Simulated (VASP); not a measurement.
# Ag (P6_3/mmc) in VASP: a series of runs

The runs below take Ag through single point, with PBE.

All numbers are computed with VASP 6.6.1; they aren't measurements. Logs are shortened: lines on timing, memory, paths and dates and some standing lists are left out, and cuts for length are marked.

## 1. The cell of the first run

Symmetry: P6_3/mmc, No. 194, hexagonal system. Conventional cell: a = 2.893 Å, b = 2.893 Å, c = 9.420 Å, α = 90.00°, β = 90.00°, γ = 120.00°. Ag (site symmetry -6m2) has 12 Ag at 2.89 Å within 3.8 Å. Within 3.8 Å of Ag (site symmetry -3m) lie 12 Ag at 2.89 Å.

## 2. Single point, PBE (strain -0.015 along x and y, -0.015 along z)

File INCAR:

```
SYSTEM = Ag
ALGO = Fast ; EDIFF = 1E-6
ENCUT = 520 ; GGA = PE
ISIF = 2 ; ISMEAR = 0
LASPH = .TRUE. ; LCHARG = .FALSE.
LREAL = .FALSE. ; LWAVE = .FALSE.
NBANDS = 30 ; NELM = 80
PREC = Accurate ; SIGMA = 0.15
```

File KPOINTS:

```
k-points
0
G
  18 18 6
  0 0 0
```

File POSCAR:

```
Ag
1.0
    2.8927652239      0.0000000000      0.0000000000
   -1.4463826119      2.5052081711      0.0000000000
    0.0000000000      0.0000000000      9.4200592129
Ag
4
Direct
    0.3333333333      0.6666666667      0.2500000000
    0.6666666667      0.3333333333      0.7500000000
    0.0000000000      0.0000000000      0.0000000000
    0.0000000000      0.0000000000      0.5000000000
```

Potentials or basis: VASP PAW PBE potentials, release 64 (Ag).

Run with:

```bash
$ cat potpaw_PBE.64/Ag/POTCAR > POTCAR
$ mpirun -np 1 vasp_std > vasp.out
```

OUTCAR:

```text
SYSTEM = Ag
   EDIFF = 1E-6
   ENCUT = 520
   GGA = PE
   ISIF = 2
   ISMEAR = 0
   LASPH = .TRUE.
   LREAL = .FALSE.
   NELM = 80
   PREC = Accurate

 ion  position               nearest neighbor table
   1  0.333  0.667  0.250-   3 2.89   4 2.89   3 2.89   4 2.89   3 2.89   4 2.89
   2  0.667  0.333  0.750-   3 2.89   4 2.89   3 2.89   4 2.89   3 2.89   4 2.89
   3  0.000  0.000  0.000-   1 2.89   2 2.89   1 2.89   2 2.89   2 2.89   1 2.89
   4  0.000  0.000  0.500-   1 2.89   2 2.89   1 2.89   2 2.89   2 2.89   1 2.89

  LATTYP: Found a hexagonal cell.
 ALAT       =     2.8927652239
 C/A-ratio  =     3.2564202359

  Lattice vectors:

 A1 = (   2.8927652239,   0.0000000000,   0.0000000000)
 A2 = (  -1.4463826119,   2.5052081711,   0.0000000000)
 A3 = (   0.0000000000,   0.0000000000,   9.4200592129)

Analysis of symmetry for initial positions (statically):
=====================================================================
 Subroutine PRICEL returns:
 Original cell was already a primitive cell.

 Routine SETGRP: Setting up the symmetry group for a
 hexagonal supercell.

 Subroutine GETGRP returns: Found 24 space group operations
 (whereof 12 operations were pure point group operations)
 out of a pool of 24 trial point group operations.

The static configuration has the point symmetry D_3d.
 The point group associated with its full space group is D_6h.

Analysis of symmetry for dynamics (positions and initial velocities):
=====================================================================
 Subroutine PRICEL returns:
 Original cell was already a primitive cell.

 Routine SETGRP: Setting up the symmetry group for a
 hexagonal supercell.

 Subroutine GETGRP returns: Found 24 space group operations
 (whereof 12 operations were pure point group operations)
 out of a pool of 24 trial point group operations.

The dynamic configuration has the point symmetry D_3d.
 The point group associated with its full space group is D_6h.

 Subroutine INISYM returns: Found 24 space group operations
 (whereof 12 operations are pure point group operations),
 and found     1 'primitive' translations

----------------------------------------------------------------------------------------

                                     Primitive cell

  volume of cell :      68.2670

  direct lattice vectors                    reciprocal lattice vectors
     2.892765224  0.000000000  0.000000000     0.345689996  0.199584213  0.000000000
    -1.446382612  2.505208171  0.000000000     0.000000000  0.399168425  0.000000000
     0.000000000  0.000000000  9.420059213     0.000000000  0.000000000  0.106156445

  length of vectors
     2.892765224  2.892765224  9.420059213     0.399168425  0.399168425  0.106156445

  position of ions in fractional coordinates (direct lattice)
     0.333333333  0.666666667  0.250000000
     0.666666667  0.333333333  0.750000000
     0.000000000  0.000000000  0.000000000
     0.000000000  0.000000000  0.500000000

  ion indices of the primitive-cell ions
   primitive index   ion index
                 1           1
                 2           2
                 3           3
                 4           4

----------------------------------------------------------------------------------------

 KPOINTS: k-points

Automatic generation of k-mesh.
 Grid dimensions read from file:
 generate k-points for:   18   18    6

 Generating k-lattice:

  Cartesian coordinates                     Fractional coordinates (reciprocal lattice)
     0.019205000  0.011088012  0.000000000     0.055555556  0.000000000  0.000000000
     0.000000000  0.022176024  0.000000000     0.000000000  0.055555556  0.000000000
     0.000000000  0.000000000  0.017692741     0.000000000  0.000000000  0.166666667

  Length of vectors
     0.022176024  0.022176024  0.017692741

  Shift w.r.t. Gamma in fractional coordinates (k-lattice)
     0.000000000  0.000000000  0.000000000

 Subroutine IBZKPT returns following result:
 ===========================================

 Found    148 irreducible k-points:

 Following reciprocal coordinates:
            Coordinates               Weight
  0.000000  0.000000  0.000000      1.000000
  0.055556  0.000000  0.000000      6.000000
  0.111111  0.000000  0.000000      6.000000
  0.166667  0.000000  0.000000      6.000000
  0.222222  0.000000  0.000000      6.000000
  0.277778  0.000000  0.000000      6.000000
[... 16 lines left out ...]
  0.333333  0.111111  0.000000     12.000000
  0.388889  0.111111  0.000000     12.000000
 [... further k-points ...]
   k-points           NKPTS =    148   k-points in BZ     NKDIM =    148   number of bands    NBANDS=     30
   number of dos      NEDOS =    301   number of ions     NIONS =      4
   total plane-waves  NPLWV =  40320
   dimension x,y,z NGX =    24 NGY =   24 NGZ =   70
   dimension x,y,z NGXF=    48 NGYF=   48 NGZF=  140
   ions per type =               4
   NGX,Y,Z   is equivalent  to a cutoff of  13.79, 13.79, 12.35 a.u.
   NGXF,Y,Z  is equivalent  to a cutoff of  27.59, 27.59, 24.71 a.u.
 SYSTEM =  Ag
   PREC   = accura    normal or accurate (medium, high low for compatibility)
   ISTART =      0    job   : 0-new  1-cont  2-samecut
   ICHARG =      2    charge: 1-file 2-atom 10-const
   ISPIN  =      1    spin polarized calculation?
   LNONCOLLINEAR =      F non collinear calculations
   LSORBIT =      F    spin-orbit coupling
   LASPH  =      T    aspherical Exc in radial PAW
   ENCUT  =  520.0 eV  38.22 Ry    6.18 a.u.   5.38  5.38 17.52*2*pi/ulx,y,z
   NELM   =     80;   NELMIN=  2; NELMDL= -5     # of ELM steps
   EDIFF  = 0.1E-05   stopping-criterion for ELM
   LREAL  =      F    real-space projection
   EDIFFG = 0.1E-04   stopping-criterion for IOM
   NSW    =      0    number of steps for IOM
   IBRION =     -1    ionic relax: 0-MD 1-quasi-New 2-CG
   NFREE  =      0    steps in history (QN), initial steepest desc. (CG)
   ISIF   =      2    stress and relaxation
   ISYM   =      2    0-nonsym 1-usesym 2-fastsym
   POTIM  = 0.5000    time-step for ionic-motion
   TEBEG  =    0.0;   TEEND  =   0.0 temperature during run
   PSTRESS=    0.0 pullay stress
   NELECT =      44.0000    total number of electrons
   NUPDOWN=      -1.0000    fix difference up-down
   EMIN   =  10.00;   EMAX   =-10.00  energy-range for DOS
   EFERMI =   0.00;   METHOD = LEGACY
   ISMEAR =     0;   SIGMA  =   0.15  broadening in eV -4-tet -1-fermi 0-gaus
   EFERMI_NEDOS =   21; number of points for ismear=-14 and -15
   IALGO  =     68    algorithm
   IMIX   =      4    mixing-type and parameters
     AMIX     =   0.40;   BMIX     =  1.00
     AMIX_MAG =   1.60;   BMIX_MAG =  1.00
  volume/ion in A,a.u.               =      17.07       115.17
  Fermi-wavevector in a.u.,A,eV,Ry     =   1.414128  2.672315 27.208375  1.999759
  Thomas-Fermi vector in A             =   2.535703
   LORBIT       =      0    0 simple, 1 ext, 2 COOP (PROOUT), +10 PAW based schemes
   GGA     = PE    functional components
   LHFCALC =     F    Hartree Fock is set to
   AEXX    =    0.0000 exact exchange contribution
   IVDW    =     0    specifies the selected vdW correction
   LEPSILON=     F    determine dielectric tensor
   LRPA    =     F    only Hartree local field effects (RPA)
 non-spin polarized calculation
 RMM-DIIS sequential band-by-band and
 Gauss-broadening in eV      SIGMA  =   0.15
  energy-cutoff  :      520.00
  volume of cell :       68.27
 maximum number of plane-waves:      1895
 NGX is ok and might be reduce to    24
   NGX = 11   NGY = 11   NGZ = 35

 number of electron      43.9999992 magnetization

 Free energy of the ion-electron system (eV)
  ---------------------------------------------------
  ext. energy  EPLUGINS =         0.00000000
  ---------------------------------------------------
  free energy    TOTEN  =       -10.82709404 eV

  energy without entropy =      -10.81342782  energy(sigma->0) =      -10.82026093

 E-fermi :   8.4027     XC(G=0): -12.2035

 val. band max:        8.3985060202   @ k =   0.2778   0.0556   0.3333
 cond. band min:       8.4233773567   @ k =   0.3889   0.0556   0.0000
 fundamental gap:      0.0248713365
 Fermi energy:         8.4026592370

 k-point     1 :       0.0000    0.0000    0.0000
  band No.  band energies     occupation
      1       0.6561      2.00000
      2       2.0273      2.00000
      3       2.0393      2.00000
      4       2.0449      2.00000
      5       3.5980      2.00000
      6       3.5980      2.00000
[... 22 lines left out ...]
     29      24.1003      0.00000
     30      24.9786      0.00000

 k-point     2 :       0.0556    0.0000    0.0000
  band No.  band energies     occupation
      1       0.7418      2.00000
      2       2.0792      2.00000
      3       2.1144      2.00000
      4       2.1188      2.00000
      5       3.5485      2.00000
      6       3.5727      2.00000
[... 22 lines left out ...]
     29      24.0628      0.00000
     30      24.6715      0.00000

 k-point     3 :       0.1111    0.0000    0.0000
  band No.  band energies     occupation
      1       0.9919      2.00000
      2       2.2202      2.00000
      3       2.3227      2.00000
      4       2.3246      2.00000
      5       3.3654      2.00000
      6       3.4974      2.00000
[... 22 lines left out ...]
     29      23.6560      0.00000
     30      23.7772      0.00000

 k-point     4 :       0.1667    0.0000    0.0000
  band No.  band energies     occupation
      1       1.3786      2.00000
      2       2.3913      2.00000
      3       2.5833      2.00000
      4       2.5993      2.00000
      5       3.1419      2.00000
      6       3.2963      2.00000
[... 616 lines left out ...]
     29      18.4344      0.00000
     30      20.6231      0.00000

 k-point    23 :       0.3333    0.1111    0.0000
  band No.  band energies     occupation
      1       2.2500      2.00000
      2       2.2566      2.00000
      3       2.3666      2.00000
      4       2.8111      2.00000
      5       2.8428      2.00000
      6       3.0715      2.00000
[... 22 lines left out ...]
     29      17.8378      0.00000
     30      19.9176      0.00000

 k-point    24 :       0.3889    0.1111    0.0000
  band No.  band energies     occupation
      1       2.1514      2.00000
      2       2.1849      2.00000
      3       2.2858      2.00000
      4       2.7296      2.00000
      5       2.7835      2.00000
      6       3.0395      2.00000
[... 22 lines left out ...]
     29      17.4229      0.00000
     30      18.4518      0.00000

 [... further k-points ...]
[... 5 lines left out ...]
  --------------------------------------------------------------------------------------
  -------------------------------------------------------------------------------------
  Total        1.8957164      1.8957164      2.0484924      0.0000000      0.0000000     -0.0000000
  in kB       44.4911160     44.4911160     48.0766621      0.0000000      0.0000000     -0.0000000
  external PRESSURE =      45.6862981 kB  Pullay stress =       0.0000000 kB

 VOLUME and BASIS-vectors are now :
 -----------------------------------------------------------------------------
  energy-cutoff  :      520.00
  volume of cell :       68.27
      direct lattice vectors                 reciprocal lattice vectors
     2.892765224  0.000000000  0.000000000     0.345689996  0.199584213  0.000000000
    -1.446382612  2.505208171  0.000000000     0.000000000  0.399168425  0.000000000
     0.000000000  0.000000000  9.420059213     0.000000000  0.000000000  0.106156445

 POSITION                                       TOTAL-FORCE (eV/Angst)
 -----------------------------------------------------------------------------------
     -0.00000      1.67014      2.35501        -0.000000     -0.000000     -0.000000
      1.44638      0.83507      7.06504         0.000000      0.000000     -0.000000
      0.00000      0.00000      0.00000         0.000000      0.000000      0.000000
      0.00000      0.00000      4.71003         0.000000      0.000000      0.000000
 -----------------------------------------------------------------------------------
    total drift:                               -0.000000      0.000000      0.000000

  FREE ENERGIE OF THE ION-ELECTRON SYSTEM (eV)
  ---------------------------------------------------
  free  energy   TOTEN  =       -10.8270940424 eV

  energy  without entropy=      -10.8134278171  energy(sigma->0) =      -10.82026093
```

Wall time 5 min (1 thread of Intel Xeon Platinum 8259CL at 2.50GHz (Skylake/Cascade Lake), shared host); peak memory 0.35 GiB.

Results:

- Free energy: -10.8271 eV
- Pressure: 4.6 GPa
- Band gap on the k mesh: zero (band 22 reaches 11.88 eV, above the bottom of band 23 at 5.31 eV)

Levels at points of the mesh, in eV from the Fermi level:
| k point | band 19 | band 20 | band 21 | band 22 | band 23 | band 24 | band 25 | band 26 |
| --- | --- | --- | --- | --- | --- | --- | --- | --- |
| (0.00, 0.00, 0.00) | -3.63 | -3.41 | -3.41 | -3.01 | -3.01 | -0.36 | 3.65 | 11.20 |
| (0.50, 0.00, 0.00) | -2.83 | -2.80 | -0.18 | 0.75 | 1.03 | 1.57 | 4.32 | 4.39 |
| (0.00, 0.00, 0.50) | -3.18 | -3.18 | -3.18 | -3.18 | -2.44 | -2.44 | 6.54 | 6.54 |
| (0.50, 0.00, 0.50) | -2.84 | -2.84 | 0.25 | 0.25 | 1.41 | 1.41 | 4.76 | 4.76 |

Caveat: the cell differs from its parent crystal (strain -0.015 along x and y, -0.015 along z).

## 3. Single point, PBE (strain -0.030 along x and y, +0.030 along z)

File INCAR:

```
SYSTEM = Ag
PREC     = Accurate       ! precision mode
ENCUT    = 520            ! plane-wave cutoff, eV
EDIFF    = 1E-6           ! SCF threshold, eV
ISMEAR   = 0              ! smearing method
SIGMA    = 0.15           ! smearing width, eV
LREAL    = .FALSE.        ! projectors in reciprocal space
LASPH    = .TRUE.         ! aspherical terms in the spheres
NELM     = 60             ! most SCF steps
ALGO     = Fast           ! electronic algorithm
ISIF     = 2              ! what is computed and relaxed
LWAVE    = .FALSE.        ! write WAVECAR
LCHARG   = .FALSE.        ! write CHGCAR
GGA      = PE             ! functional
NBANDS   = 30             ! bands
```

File KPOINTS:

```
regular mesh
0
G
  18 18 6
  0 0 0
```

File POSCAR:

```
Ag
1.0
    2.8487129616      0.0000000000      0.0000000000
   -1.4243564808      2.4670577928      0.0000000000
    0.0000000000      0.0000000000      9.8504172480
Ag
4
Direct
    0.3333333333      0.6666666667      0.2500000000
    0.6666666667      0.3333333333      0.7500000000
    0.0000000000      0.0000000000      0.0000000000
    0.0000000000      0.0000000000      0.5000000000
```

Potentials or basis: VASP PAW PBE potentials, release 64 (Ag).

Run with:

```bash
$ cat potpaw_PBE.64/Ag/POTCAR > POTCAR
$ mpirun -np 1 vasp_std > vasp.out
```

Run time: 5 min. Hardware: 1 thread of Intel Xeon Platinum 8259CL at 2.50GHz (Skylake/Cascade Lake), shared host; peak memory 0.36 GiB.

The run converged. Its results:

```yaml
Free_energy: -10.8017 eV
Pressure: 3.5 GPa
Band_gap_on_the_k_mesh: zero (band 22 reaches 12.01 eV, above the bottom of band 23 at 5.10 eV)
```

Stress tensor (GPa, compression positive):
```
 5.53  0.00  0.00
 0.00  5.53  0.00
 0.00  0.00 -0.57
```

Levels at points of the mesh, in eV from the Fermi level:
| k point | band 19 | band 20 | band 21 | band 22 | band 23 | band 24 | band 25 | band 26 |
| --- | --- | --- | --- | --- | --- | --- | --- | --- |
| (0.00, 0.00, 0.00) | -3.52 | -3.40 | -3.40 | -3.06 | -3.06 | -0.75 | 2.77 | 9.83 |
| (0.50, 0.00, 0.00) | -2.78 | -2.74 | -0.02 | 0.81 | 1.18 | 1.71 | 4.43 | 4.45 |
| (0.00, 0.00, 0.50) | -3.19 | -3.19 | -3.19 | -3.19 | -2.69 | -2.69 | 5.48 | 5.48 |
| (0.50, 0.00, 0.50) | -2.75 | -2.75 | 0.38 | 0.38 | 1.54 | 1.54 | 4.74 | 4.74 |

Caveat: the cell differs from its parent crystal (strain -0.030 along x and y, +0.030 along z).

(Continued in part 2 of 3.)
